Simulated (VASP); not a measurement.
# BaTiO3 (P4mm) in VASP: single point with r2SCAN

Aim: the single point of BaTiO3 with r2SCAN.

Everything below comes from runs of VASP 6.6.1. Logs are shortened: lines on timing, memory, paths and dates and some standing lists are left out, and cuts for length are marked.

### 1 The cell of the first run

It takes space group P4mm (No. 99, tetragonal). The conventional cell has a = 4.060 Å, b = 4.060 Å, c = 4.079 Å, α = 90.00°, β = 90.00°, γ = 90.00°. Ba (site symmetry 4mm) has 12 O at 2.83 to 2.93 Å and 8 Ti at 3.50 to 3.55 Å within 3.7 Å. Within 2.5 Å of Ti (site symmetry 4mm) lie 6 O at 1.92 to 2.16 Å. O (site symmetry 4mm) has 2 Ti at 1.92 to 2.16 Å within 2.5 Å. Within 2.7 Å of O (site symmetry 2mm) lie 2 Ti at 2.03 Å.

### 2 Single point, r2SCAN

Input file POSCAR:

```
BaTiO3
1.0
    4.0602859600      4.0602859600      0.0000000000
    0.0000000000      4.0602859600      4.0787611800
    4.0602859600      0.0000000000      4.0787611800
Ba Ti O
2 2 6
Direct
    0.0000000000      0.0000000000      0.0000000000
    0.5000000000      0.5000000000      0.5000000000
    0.2550000000      0.2450000000      0.2450000000
    0.7550000000      0.7450000000      0.7450000000
    0.4905000000      0.0095000000      0.0095000000
    0.9905000000      0.5095000000      0.5095000000
    0.4915000000      0.5085000000      0.0085000000
    0.9915000000      0.0085000000      0.5085000000
    0.4915000000      0.0085000000      0.5085000000
    0.9915000000      0.5085000000      0.0085000000
```

Input file INCAR.step1:

```
SYSTEM = BaTiO3
PREC = Accurate
ENCUT = 520
ISMEAR = -1
SIGMA = 0.055
LREAL = .False.
LASPH = .True.
NELM = 100
NBANDS = 51
GGA = PE
ALGO = Normal
EDIFF = 1E-4
LWAVE = .True.
LCHARG = .False.
```

Input file INCAR.step2:

```
SYSTEM = BaTiO3
PREC = Accurate
ENCUT = 520
EDIFF = 1E-7
ISMEAR = -1
SIGMA = 0.055
LREAL = .False.
LASPH = .True.
NELM = 100
ALGO = Normal
ISIF = 2
LWAVE = .False.
LCHARG = .False.
METAGGA = R2SCAN
LMIXTAU = .True.
NBANDS = 51
ISTART = 1
```

Input file KPOINTS:

```
Automatic mesh
0
Gamma
  6 6 6
  0 0 0
```

Potentials or basis: VASP PAW PBE potentials, release 64 (Ba_sv, Ti_sv, O).

Launch:

```
cat potpaw_PBE.64/Ba_sv/POTCAR potpaw_PBE.64/Ti_sv/POTCAR potpaw_PBE.64/O/POTCAR > POTCAR
cp INCAR.step1 INCAR
mpirun -np 1 vasp_std > vasp.out
cp INCAR.step2 INCAR
mpirun -np 1 vasp_std > vasp.out
```

OUTCAR:

```text
SYSTEM = BaTiO3
   PREC = Accurate
   ENCUT = 520
   EDIFF = 1E-7
   ISMEAR = -1
   LREAL = .False.
   LASPH = .True.
   NELM = 100
   ISIF = 2
   METAGGA = R2SCAN
   ISTART = 1

 ion  position               nearest neighbor table
   1  0.000  0.000  0.000-   7 2.83   8 2.83   9 2.83  10 2.83   6 2.87   5 2.87   6 2.87   5 2.87
                            10 2.93   7 2.93   9 2.93   8 2.93   3 3.50   4 3.50   3 3.50   4 3.50
   2  0.500  0.500  0.500-   7 2.83   8 2.83   9 2.83  10 2.83   5 2.87   6 2.87   5 2.87   6 2.87
                             9 2.93   8 2.93  10 2.93   7 2.93   4 3.50   3 3.50   4 3.50   3 3.50
   3  0.255  0.245  0.245-   5 1.92   7 2.03   8 2.03   9 2.03  10 2.03   6 2.16   1 3.50   1 3.50
                             2 3.50   2 3.50   2 3.55   1 3.55   1 3.55   2 3.55
   4  0.755  0.745  0.745-   6 1.92   7 2.03   8 2.03   9 2.03  10 2.03   5 2.16   2 3.50   2 3.50
                             1 3.50   1 3.50   2 3.55   2 3.55   1 3.55   1 3.55
   5  0.490  0.010  0.010-   3 1.92   4 2.16   1 2.87   1 2.87   2 2.87   2 2.87
   6  0.990  0.510  0.510-   4 1.92   3 2.16   2 2.87   2 2.87   1 2.87   1 2.87
   7  0.492  0.508  0.008-   3 2.03   4 2.03   1 2.83   2 2.83   1 2.93   2 2.93
   8  0.992  0.008  0.508-   3 2.03   4 2.03   1 2.83   2 2.83   2 2.93   1 2.93
   9  0.492  0.008  0.508-   3 2.03   4 2.03   1 2.83   2 2.83   1 2.93   2 2.93
  10  0.992  0.508  0.008-   3 2.03   4 2.03   1 2.83   2 2.83   2 2.93   1 2.93

  LATTYP: Found a body centered tetragonal cell.
 ALAT       =     5.7421114717
 C/A-ratio  =     1.4206485541

  Lattice vectors:

 A1 = (   0.0000000000,   4.0602859600,   4.0787611800)
 A2 = (   0.0000000000,  -4.0602859600,   4.0787611800)
 A3 = (   4.0602859600,   0.0000000000,  -4.0787611800)

Analysis of symmetry for initial positions (statically):
=====================================================================
 Subroutine PRICEL returns following result:

  LATTYP: Found a simple tetragonal cell.
 ALAT       =     4.0602859600
 C/A-ratio  =     1.0045502263

  Lattice vectors:

 A1 = (   0.0000000000,   4.0602859600,   0.0000000000)
 A2 = (  -4.0602859600,   0.0000000000,   0.0000000000)
 A3 = (   0.0000000000,   0.0000000000,   4.0787611800)

   2 primitive cells build up your supercell.

 Routine SETGRP: Setting up the symmetry group for a
 body centered tetragonal supercell.

 Subroutine GETGRP returns: Found  8 space group operations
 (whereof  8 operations were pure point group operations)
 out of a pool of 16 trial point group operations.

The static configuration has the point symmetry C_4v.

Analysis of symmetry for dynamics (positions and initial velocities):
=====================================================================
 Subroutine PRICEL returns following result:

  LATTYP: Found a simple tetragonal cell.
 ALAT       =     4.0602859600
 C/A-ratio  =     1.0045502263

  Lattice vectors:

 A1 = (   0.0000000000,   4.0602859600,   0.0000000000)
 A2 = (  -4.0602859600,   0.0000000000,   0.0000000000)
 A3 = (   0.0000000000,   0.0000000000,   4.0787611800)

   2 primitive cells build up your supercell.

 Routine SETGRP: Setting up the symmetry group for a
 body centered tetragonal supercell.

 Subroutine GETGRP returns: Found  8 space group operations
 (whereof  8 operations were pure point group operations)
 out of a pool of 16 trial point group operations.

The dynamic configuration has the point symmetry C_4v.

 Subroutine INISYM returns: Found  8 space group operations
 (whereof  8 operations are pure point group operations),
 and found     2 'primitive' translations

----------------------------------------------------------------------------------------

                                     Primitive cell

  volume of cell :      67.2421

  direct lattice vectors                    reciprocal lattice vectors
     0.000000000  4.060285960  0.000000000     0.000000000  0.246288072  0.000000000
    -4.060285960  0.000000000  0.000000000    -0.246288072  0.000000000  0.000000000
     0.000000000  0.000000000  4.078761180     0.000000000  0.000000000  0.245172482

  length of vectors
     4.060285960  4.060285960  4.078761180     0.246288072  0.246288072  0.245172482

  position of ions in fractional coordinates (direct lattice)
     0.000000000  0.000000000  0.000000000
     0.500000000  0.500000000  0.490000000
     0.500000000  0.500000000  0.019000000
     0.000000000  0.500000000  0.517000000
     0.500000000  0.000000000  0.517000000

  ion indices of the primitive-cell ions
   primitive index   ion index
                 1           1
                 2           3
                 3           5
                 4           8
                 5          10

----------------------------------------------------------------------------------------

 KPOINTS: Automatic mesh

Automatic generation of k-mesh.
 Grid dimensions read from file:
 generate k-points for:    6    6    6

 Generating k-lattice:

  Cartesian coordinates                     Fractional coordinates (reciprocal lattice)
     0.020524006  0.020524006 -0.020431040     0.166666667 -0.000000000 -0.000000000
    -0.020524006  0.020524006  0.020431040     0.000000000  0.166666667  0.000000000
     0.020524006 -0.020524006  0.020431040     0.000000000  0.000000000  0.166666667

  Length of vectors
     0.035495028  0.035495028  0.035495028

  Shift w.r.t. Gamma in fractional coordinates (k-lattice)
     0.000000000  0.000000000  0.000000000

 Subroutine IBZKPT returns following result:
 ===========================================

 Found     30 irreducible k-points:

 Following reciprocal coordinates:
            Coordinates               Weight
  0.000000  0.000000  0.000000      1.000000
  0.166667  0.000000  0.000000      8.000000
  0.333333  0.000000  0.000000      8.000000
  0.500000  0.000000  0.000000      4.000000
  0.166667  0.166667  0.000000      4.000000
  0.333333  0.166667 -0.000000     16.000000
[... 16 lines left out ...]
 -0.333333  0.500000  0.166667      4.000000
  0.333333 -0.333333  0.166667      8.000000
 [... further k-points ...]
   k-points           NKPTS =     30   k-points in BZ     NKDIM =     30   number of bands    NBANDS=     51
   number of dos      NEDOS =    301   number of ions     NIONS =     10
   total plane-waves  NPLWV = 110592
   dimension x,y,z NGX =    48 NGY =   48 NGZ =   48
   dimension x,y,z NGXF=    96 NGYF=   96 NGZF=   96
   ions per type =               2   2   6
   NGX,Y,Z   is equivalent  to a cutoff of  13.90, 13.87, 13.87 a.u.
   NGXF,Y,Z  is equivalent  to a cutoff of  27.79, 27.73, 27.73 a.u.
 SYSTEM =  BaTiO3
   PREC   = accura    normal or accurate (medium, high low for compatibility)
   ISTART =      1    job   : 0-new  1-cont  2-samecut
   ICHARG =      0    charge: 1-file 2-atom 10-const
   ISPIN  =      1    spin polarized calculation?
   LNONCOLLINEAR =      F non collinear calculations
   LSORBIT =      F    spin-orbit coupling
   LASPH  =      T    aspherical Exc in radial PAW
   ENCUT  =  520.0 eV  38.22 Ry    6.18 a.u.  10.68 10.70 10.70*2*pi/ulx,y,z
   NELM   =    100;   NELMIN=  2; NELMDL=  0     # of ELM steps
   EDIFF  = 0.1E-06   stopping-criterion for ELM
   LREAL  =      F    real-space projection
   EDIFFG = 0.1E-05   stopping-criterion for IOM
   NSW    =      0    number of steps for IOM
   IBRION =     -1    ionic relax: 0-MD 1-quasi-New 2-CG
   NFREE  =      0    steps in history (QN), initial steepest desc. (CG)
   ISIF   =      2    stress and relaxation
   ISYM   =      2    0-nonsym 1-usesym 2-fastsym
   POTIM  = 0.5000    time-step for ionic-motion
   TEBEG  =    0.0;   TEEND  =   0.0 temperature during run
   PSTRESS=    0.0 pullay stress
   NELECT =      80.0000    total number of electrons
   NUPDOWN=      -1.0000    fix difference up-down
   EMIN   =  10.00;   EMAX   =-10.00  energy-range for DOS
   EFERMI =   0.00;   METHOD = LEGACY
   ISMEAR =    -1;   SIGMA  =   0.06  broadening in eV -4-tet -1-fermi 0-gaus
   EFERMI_NEDOS =   21; number of points for ismear=-14 and -15
   IALGO  =     38    algorithm
   IMIX   =      4    mixing-type and parameters
     AMIX     =   0.40;   BMIX     =  1.00
     AMIX_MAG =   1.60;   BMIX_MAG =  1.00
  volume/ion in A,a.u.               =      13.45        90.75
  Fermi-wavevector in a.u.,A,eV,Ry     =   1.376832  2.601835 25.792111  1.895667
  Thomas-Fermi vector in A             =   2.502041
   LORBIT       =      0    0 simple, 1 ext, 2 COOP (PROOUT), +10 PAW based schemes
   METAGGA = R2SCAN    functional components
   LHFCALC =     F    Hartree Fock is set to
   AEXX    =    0.0000 exact exchange contribution
   IVDW    =     0    specifies the selected vdW correction
   LEPSILON=     F    determine dielectric tensor
   LRPA    =     F    only Hartree local field effects (RPA)
 non-spin polarized calculation
  energy-cutoff  :      520.00
  volume of cell :      134.48
 maximum number of plane-waves:      3695
 NGX is ok and might be reduce to    48
   NGX = 21   NGY = 21   NGZ = 21

 number of electron      79.9999989 magnetization

 Free energy of the ion-electron system (eV)
  ---------------------------------------------------
  ext. energy  EPLUGINS =         0.00000000
  ---------------------------------------------------
  free energy    TOTEN  =      -148.39729496 eV

  energy without entropy =     -148.39729496  energy(sigma->0) =     -148.39729496

 E-fermi :   4.2674     XC(G=0): -11.6465

 val. band max:        3.2074604870   @ k =   0.0000   0.0000   0.0000
 cond. band min:       5.2607498135   @ k =   0.0000   0.0000   0.0000
 fundamental gap:      2.0532893265
 Fermi energy:         4.2674051567

 k-point     1 :       0.0000    0.0000    0.0000
  band No.  band energies     occupation
      1     -55.8438      2.00000
      2     -55.8413      2.00000
      3     -31.0437      2.00000
      4     -31.0180      2.00000
      5     -31.0179      2.00000
      6     -31.0040      2.00000
[... 43 lines left out ...]
     50       8.7411      0.00000
     51      10.1303      0.00000

 k-point     2 :       0.1667    0.0000    0.0000
  band No.  band energies     occupation
      1     -55.8436      2.00000
      2     -55.8415      2.00000
      3     -31.0411      2.00000
      4     -31.0152      2.00000
      5     -31.0151      2.00000
      6     -31.0067      2.00000
[... 43 lines left out ...]
     50       9.1126      0.00000
     51      10.1773      0.00000

 k-point     3 :       0.3333    0.0000    0.0000
  band No.  band energies     occupation
      1     -55.8432      2.00000
      2     -55.8419      2.00000
      3     -31.0340      2.00000
      4     -31.0142      2.00000
      5     -31.0078      2.00000
      6     -31.0075      2.00000
[... 43 lines left out ...]
     50       9.8536      0.00000
     51       9.9773      0.00000
[... 1027 lines left out ...]
 k-point    23 :      -0.3333    0.5000    0.1667
  band No.  band energies     occupation
      1     -55.8427      2.00000
      2     -55.8424      2.00000
      3     -31.0462      2.00000
      4     -31.0215      2.00000
      5     -31.0085      2.00000
      6     -31.0020      2.00000
[... 43 lines left out ...]
     50      10.3245      0.00000
     51      10.9089      0.00000

 k-point    24 :       0.3333   -0.3333    0.1667
  band No.  band energies     occupation
      1     -55.8425      2.00000
      2     -55.8425      2.00000
      3     -31.0241      2.00000
      4     -31.0241      2.00000
      5     -31.0177      2.00000
      6     -31.0177      2.00000
[... 43 lines left out ...]
     50       9.7278      0.00000
     51      11.0676      0.00000

 [... further k-points ...]

------------------------ aborting loop because EDIFF is reached ----------------------------------------

  FORCE on cell =-STRESS in cart. coord.  units (eV):
  Direction    XX          YY          ZZ          XY          YZ          ZX
  --------------------------------------------------------------------------------------
  -------------------------------------------------------------------------------------
  Total       -5.4737265     -5.4737265     -4.8242091      0.0000000      0.0000000     -0.0000000
  in kB      -65.2111947    -65.2111947    -57.4731748      0.0000000      0.0000000     -0.0000000
  external PRESSURE =     -62.6318547 kB  Pullay stress =       0.0000000 kB

 VOLUME and BASIS-vectors are now :
 -----------------------------------------------------------------------------
  energy-cutoff  :      520.00
  volume of cell :      134.48
      direct lattice vectors                 reciprocal lattice vectors
     4.060285960  4.060285960  0.000000000     0.123144036  0.123144036 -0.122586241
     0.000000000  4.060285960  4.078761180    -0.123144036  0.123144036  0.122586241
     4.060285960  0.000000000  4.078761180     0.123144036 -0.123144036  0.122586241

 POSITION                                       TOTAL-FORCE (eV/Angst)
 -----------------------------------------------------------------------------------
      0.00000      0.00000      0.00000         0.000000      0.000000      0.043412
      4.06029      4.06029      4.07876         0.000000      0.000000      0.043412
      2.03014      2.03014      1.99859         0.000000      0.000000     -0.293235
      6.09043      6.09043      6.07735         0.000000      0.000000     -0.293235
      2.03014      2.03014      0.07750         0.000000      0.000000      0.575038
      6.09043      6.09043      4.15626         0.000000      0.000000      0.575038
      2.03014      4.06029      2.10872         0.000000      0.000000     -0.162608
      6.09043      4.06029      2.10872         0.000000      0.000000     -0.162608
      4.06029      2.03014      2.10872         0.000000      0.000000     -0.162608
      4.06029      6.09043      2.10872         0.000000      0.000000     -0.162608
 -----------------------------------------------------------------------------------
    total drift:                                0.000003      0.000003     -0.006829

  FREE ENERGIE OF THE ION-ELECTRON SYSTEM (eV)
  ---------------------------------------------------
  free  energy   TOTEN  =      -148.3972949620 eV

  energy  without entropy=     -148.3972949612  energy(sigma->0) =     -148.39729496
```

Wall time 14 min (1 thread of Intel Xeon Platinum 8559C (Emerald Rapids), shared host); peak memory 0.46 GiB.

What came out:

* Free energy: -148.3973 eV
* Pressure: -6.3 GPa
* Largest force: 0.575 eV/Å
* Band gap on the k mesh: 2.05 eV

Forces on the atoms (eV/Å):
```
Ba   0.000  0.000  0.043
Ba   0.000  0.000  0.043
Ti   0.000  0.000 -0.293
Ti   0.000  0.000 -0.293
O    0.000  0.000  0.575
O    0.000  0.000  0.575
O    0.000  0.000 -0.163
O    0.000  0.000 -0.163
O    0.000  0.000 -0.163
O    0.000  0.000 -0.163
```

Caveat: the cell stands under tension; the PAW data sets were made with another functional, which shifts forces and pressure a little; spin-orbit coupling is left out, which moves the levels of the heavy elements. r2SCAN opens gaps a little over a GGA but as a rule still falls short of measured ones.
